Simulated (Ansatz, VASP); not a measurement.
## One calculation of CdS, two programs

```xyz
2
Lattice="0.0000 2.9165 2.9165 2.9165 0.0000 2.9165 2.9165 2.9165 0.0000" Properties=species:S:1:pos:R:3 pbc="T T T"
Cd    0.0000    0.0000    0.0000
S     1.4583    1.4583    1.4583
```

Alike in both runs: task relaxation of the atoms; functional PBE; k mesh 13 × 13 × 13; occupations fermi-dirac, width 0.02 eV; no spin polarisation.

|  | VASP | Ansatz |
| --- | --- | --- |
| version | VASP 6.6.1 | Ansatz 0.2.0 |
| potentials or method | VASP PAW PBE potentials, release 64 (Cd, S) | plane-wave PAW, scalar-relativistic |
| plane-wave cutoff (eV) | 520 | 420 |
| valence electrons in the cell | 18 | 26 |

|  | VASP | Ansatz | Ansatz less VASP |
| --- | --- | --- | --- |
| gap on the k mesh at the Fermi level, each at its own relaxed structure (eV) | 1.15 | 1.15 | -0.004 |

VASP's potentials hold 18 valence electrons a cell and Ansatz's 26, so a difference there can come from the potentials and not from the codes. Ansatz's warnings: stress scf threshold loose.

Noted on VASP's run: the relaxation stopped at its first step, so nothing moved.
